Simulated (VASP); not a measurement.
Al:

```
CELL_PARAMETERS angstrom
-0.02046 1.97065 2.04383
2.00266 0.00997 2.01341
2.05929 1.99687 -0.04667
ATOMIC_POSITIONS crystal
Al 0.00000 0.00000 0.00000
```

| Item | Value |
| --- | --- |
| Program | VASP 6.6.1 |
| Task | relaxation of cell and atoms |
| Functional | PBE0 |
| Potentials or basis | VASP PAW PBE potentials, release 64 (Al) |
| Cutoff | 600 eV |
| k mesh | 6 × 6 × 6 |
| Occupations | fermi-dirac, width 0.05 eV |
| Spin | no spin polarisation |

At the start: pressure -1.1 GPa; volume 16.57 Å³/atom.

Q: Where does the relaxation end?

A: Over 8 steps the energy falls by 14.5 meV/atom and the volume is 16.31 Å³/atom (-1.6 %); space group Immm (No. 71, to 0.1 Å) before, Fm-3m (No. 225, to 0.1 Å).

Step by step:
| step | energy change (eV) | largest force (eV/Å) | pressure (GPa) | volume (Å³) |
| --- | --- | --- | --- | --- |
| 1 | 0.0000 | 0.0000 | -1.13 | 16.57 |
| 2 | -0.0117 | 0.0000 | 0.17 | 16.28 |
| 3 | -0.0145 | 0.0000 | -0.28 | 16.36 |
| 4 | -0.0145 | 0.0000 | -0.30 | 16.37 |
| 5 | -0.0145 | 0.0000 | 0.02 | 16.30 |
| 6 | -0.0145 | 0.0000 | -0.02 | 16.31 |
| 7 | -0.0145 | 0.0000 | -0.02 | 16.31 |
| 8 | -0.0145 | 0.0000 | 0.01 | 16.31 |

Final structure:
```
Al
1.0
     0.00311    1.99203    2.02685
     1.99227    0.00303    2.02646
     2.01309    2.01398   -0.01864
Al
1
Direct
  0.00000 0.00000 0.00000
```

Caveat: the k points lie up to 0.45 Å⁻¹ apart in the final cell, too coarse for converged energies and pressures of a metal; the PAW data sets were made with another functional, which shifts forces and pressure a little.
